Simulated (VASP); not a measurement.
The system is C.

```
CELL_PARAMETERS angstrom
0.00000 1.67213 2.00656
1.67213 0.00000 2.00656
1.67213 1.67213 0.00000
ATOMIC_POSITIONS crystal
C 0.50000 0.50000 0.50000
C 0.75000 0.75000 0.75000
```

This cell differs from its parent crystal: ratio of the length along z to the lengths across it x 1.2, volume and fractional coordinates fixed.

Base run:

```yaml
Program: VASP 6.6.1
Functional: PBEsol
Potentials_or_basis: VASP PAW PBE potentials, release 64 (C_h)
Cutoff: 910 eV
k_mesh: 12 × 12 × 12
Occupations: gaussian, width 0.05 eV
Spin: no spin polarisation
```

Its results: band gap on the k mesh 1.76 eV, indirect (least direct gap 4.02 eV); pressure 1.2 GPa.

**Question.** The run is repeated on the same cell with these changes: potentials or basis from VASP PAW PBE potentials, release 64 (C_h) to VASP PAW PBE potentials, release 64 (C); cutoff from 910 eV to 520 eV. What comes out?

**Answer.** Band gap on the k mesh 1.75 eV, indirect (least direct gap 4.02 eV); pressure 2.2 GPa.

Caveats: the PAW data sets were made with another functional, which shifts forces and pressure a little; the cutoff is under 1.25 times the usual one of these potentials, so pressure, stress and relaxed cells hold a basis-set (Pulay) error (some runs).

A k mesh can miss the band edges.
